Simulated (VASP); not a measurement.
**ZnS (CsCl type): density of states with PBE**

ZnS (CsCl type):

```
CELL_PARAMETERS angstrom
2.61975 0.00000 0.00000
0.00000 2.61975 0.00000
0.00000 0.00000 2.61975
ATOMIC_POSITIONS crystal
Zn 0.00000 0.00000 0.00000
S 0.50000 0.50000 0.50000
```

This cell differs from its parent crystal: volume scaled by 0.55.

| Property | Result |
| --- | --- |
| Program | VASP 6.6.1 |
| Task | density of states |
| Functional | PBE |
| Potentials or basis | VASP PAW PBE potentials, release 64 (Zn, S) |
| Cutoff | 520 eV |
| k mesh | 15 × 15 × 15 |
| Occupations | fermi-dirac, width 0.1 eV |
| Spin | no spin polarisation |
| Dipole correction | no |
| k mesh for the DOS | 23 × 23 × 23 |
| Occupations for the DOS | tetrahedron |
| Further INCAR settings | ALGO = Normal; EDIFF = 1e-06 |

* Valence electrons inside the program's atomic spheres: Zn 11.51; S 3.90

Levels at points of the mesh, in eV from the Fermi level:
| k point | band 7 | band 8 | band 9 | band 10 | band 11 | band 12 |
| --- | --- | --- | --- | --- | --- | --- |
| (0.00, 0.00, 0.00) | -2.56 | -2.56 | -2.56 | 4.58 | 4.64 | 4.64 |

Run time: 27 s on 1 thread of Intel(R) Xeon(R) 6975P-C (Granite Rapids) (shared host), peak memory 0.2 GiB.
